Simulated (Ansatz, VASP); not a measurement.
# Two plane-wave programs on B

File INCAR:

```
  PREC = Accurate
  ENCUT = 520
  EDIFF = 1E-7
  ISMEAR = 0
  SIGMA = 0.1
  LREAL = False
  LASPH = True
  NELM = 100
  ALGO = Normal
  ISIF = 2
  LWAVE = False
  LCHARG = False
  GGA = PE
  NBANDS = 18
```

The input KPOINTS:

```
regular mesh
0
Gamma
  6 6 4
```

File POSCAR:

```
B
1.0
    1.3179053900     -2.2826749500      0.0000000000
    1.3179053900      2.2826749500      0.0000000000
    0.0000000000      0.0000000000      6.2513220700
B
6
Direct
    0.0000000000      0.5000000000      0.3333336300
    0.5000000000      0.0000000000      0.6666663700
    0.5000000000      0.0000000000      0.1666663700
    0.0000000000      0.5000000000      0.8333336300
    0.0000000000      0.0000000000      0.5000000000
    0.5000000000      0.5000000000      0.0000000000
```

Input for Ansatz:

```yaml
crystal:
  lattice:
    - [1.31790539, -2.28267495, 0.0]
    - [1.31790539, 2.28267495, 0.0]
    - [0.0, 0.0, 6.25132207]
  atoms:
    - { symbol: B, position: [0.0, 0.5, 0.33333363] }
    - { symbol: B, position: [0.5, 0.0, 0.66666637] }
    - { symbol: B, position: [0.5, 0.0, 0.16666637] }
    - { symbol: B, position: [0.0, 0.5, 0.83333363] }
    - { symbol: B, position: [0.0, 0.0, 0.5] }
    - { symbol: B, position: [0.5, 0.5, 0.0] }
basis:
  ecutwfc: 420
kpoints:
  mp_grid: { grid: [6, 6, 4] }
hamiltonian:
  xc: pbe
scf:
  occupations: { method: gaussian, width: 0.1 }
  lower_state_search: "off"
output:
  forces: true
  stress: true
  eigenvalues: true
```

Alike in both runs: task single point; functional PBE; k mesh 6 × 6 × 4; occupations gaussian, width 0.1 eV; no spin polarisation.

|  | VASP | Ansatz |
| --- | --- | --- |
| version | VASP 6.6.1 | Ansatz 0.2.0 |
| potentials or method | VASP PAW PBE potentials, release 64 (B), cutoff 520 eV | scalar-relativistic, plane waves, PAW |
| valence electrons in the cell | 18 | 18 |

```tsv
	VASP	Ansatz	Ansatz less VASP
gap on the k mesh at the Fermi level (eV)	none	none	-
rms of the force components (eV/Å)	0.028	0.028	+0.0002
```

Atom by atom the forces differ by 0.000 eV/Å (rms over components). A gap of «none» marks a metal or a gap that the smearing closes.

The k mesh is coarse, so the values compare programs but aren't converged.
